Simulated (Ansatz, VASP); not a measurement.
# Two plane-wave programs on KF

Contents of INCAR:

```
SYSTEM = KF
ALGO = Normal ; EDIFF = 1E-6
ENCUT = 520 ; ISIF = 2
ISMEAR = 0 ; LASPH = .True.
LCHARG = .False. ; LREAL = .False.
LWAVE = .False. ; NBANDS = 15
NELM = 80 ; PREC = Accurate
SIGMA = 0.05
```

The input KPOINTS:

```
k-points
0
Gamma
  8 8 8
  0 0 0
```

File POSCAR:

```
KF
1.0
    3.4403718736      0.0000000000      0.0000000000
    0.0000000000      3.4403718736      0.0000000000
    0.0000000000      0.0000000000      2.9243160926
K F
1 1
Direct
    0.0000000000      0.0000000000      0.0000000000
    0.5000000000      0.5000000000      0.5000000000
```

Input for Ansatz:

```yaml
crystal:
  lattice:
    - [3.4403718736, 0.0, 0.0]
    - [0.0, 3.4403718736, 0.0]
    - [0.0, 0.0, 2.9243160926]
  atoms:
    - { symbol: K, position: [0.0, 0.0, 0.0] }
    - { symbol: F, position: [0.5, 0.5, 0.5] }
basis:
  ecutwfc: 420
kpoints:
  mp_grid: { grid: [8, 8, 8] }
hamiltonian:
  xc: lda
scf:
  occupations: { method: gaussian, width: 0.05 }
output:
  forces: true
  stress: true
  eigenvalues: true
```

Alike in both runs: task single point; functional LDA; k mesh 8 × 8 × 8; occupations gaussian, width 0.05 eV; no spin polarisation.

|  | VASP | Ansatz |
| --- | --- | --- |
| version | VASP 6.6.1 | Ansatz 0.2.0 |
| potentials or method | VASP PAW LDA potentials, release 64 (K_sv, F), cutoff 520 eV | scalar-relativistic, plane waves, PAW |
| valence electrons in the cell | 16 | 16 |

VASP gave:

| Property | Result |
| --- | --- |
| gap on the k mesh at the Fermi level (eV) | 5.32 |
| least direct gap on the mesh (eV) | 5.36 |
| pressure (GPa) | -5.4 |
| traceless stress, the component that is largest in VASP (GPa) | 9.32 |

Question: What did Ansatz give for the same quantities?

Answer: gap on the k mesh at the Fermi level (eV): 5.34; least direct gap on the mesh (eV): 5.37; pressure (GPa): -5.5; traceless stress, the component that is largest in VASP (GPa): 9.26.

LDA's correlation is that of Perdew and Zunger in VASP and of Perdew and Wang (1992) in Ansatz.
